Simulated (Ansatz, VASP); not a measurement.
Zn in VASP and in Ansatz

Contents of INCAR:

```
SYSTEM = Zn
  PREC = Accurate
  ENCUT = 600
  EDIFF = 1E-6
  ISMEAR = -1
  SIGMA = 0.0242
  LREAL = .FALSE.
  LASPH = .TRUE.
  NELM = 60
  ALGO = Normal
  ISIF = 3
  LWAVE = .FALSE.
  LCHARG = .FALSE.
  GGA = PE
  IBRION = 2
  NSW = 60
  EDIFFG = -0.01
```

The input KPOINTS:

```
regular mesh
0
G
  7 7 2
  0 0 0
```

POSCAR

```
Zn
1.0
    1.3902090000      2.4079110000      0.0000000000
   -1.3902090000      2.4079110000      0.0000000000
    0.0000000000      0.0000000000      9.0039440000
Zn
4
Direct
    0.0000000000      0.0000000000      0.0000000000
    0.0000000000      0.0000000000      0.5000000000
    0.3333300000      0.3333400000      0.7500000000
    0.6666600000      0.6666700000      0.2500000000
```

Input for Ansatz:

```yaml
crystal:
  lattice:
    - [1.390209, 2.407911, 0.0]
    - [-1.390209, 2.407911, 0.0]
    - [0.0, 0.0, 9.003944]
  atoms:
    - { symbol: Zn, position: [0.0, 0.0, 0.0] }
    - { symbol: Zn, position: [0.0, 0.0, 0.5] }
    - { symbol: Zn, position: [0.33333, 0.33334, 0.75] }
    - { symbol: Zn, position: [0.66666, 0.66667, 0.25] }
  symmetry: { tolerance: 0.0003 }
kpoints:
  mp_grid: { grid: [7, 7, 2], shift: [0, 0, 0] }
magnetization:
  spin_polarized: false
scf:
  occupations: { method: fermi_dirac, width: 0.0242 }
hamiltonian:
  pseudopotentials: { kind: paw }
  xc: pbe
basis:
  ecutwfc: 420
output:
  forces: true
  stress: true
  eigenvalues: true
relax:
  max_steps: 40
  cell: {}
```

Alike in both runs: task relaxation of cell and atoms; functional PBE; k mesh 7 × 7 × 2; occupations fermi-dirac, width 0.0242 eV; no spin polarisation.

|  | VASP | Ansatz |
| --- | --- | --- |
| version | VASP 6.6.1 | Ansatz 0.2.0 |
| potentials or method | VASP PAW PBE potentials, release 64 (Zn), cutoff 600 eV | PAW plane waves |
| valence electrons in the cell | 48 | 48 |

```tsv
	VASP	Ansatz	Ansatz less VASP
gap on the k mesh at the Fermi level, each at its own relaxed structure (eV)	none	none	-
relaxed volume (Å³/atom)	15.24	15.12	-0.117
relaxed cell length with the largest relative difference (Å)	9.973	9.511	-0.4620
```

A gap of «none» marks a metal or a gap that the smearing closes. Ansatz's warnings: structure snapped to symmetry.

The k mesh is coarse, so the values compare programs but aren't converged.
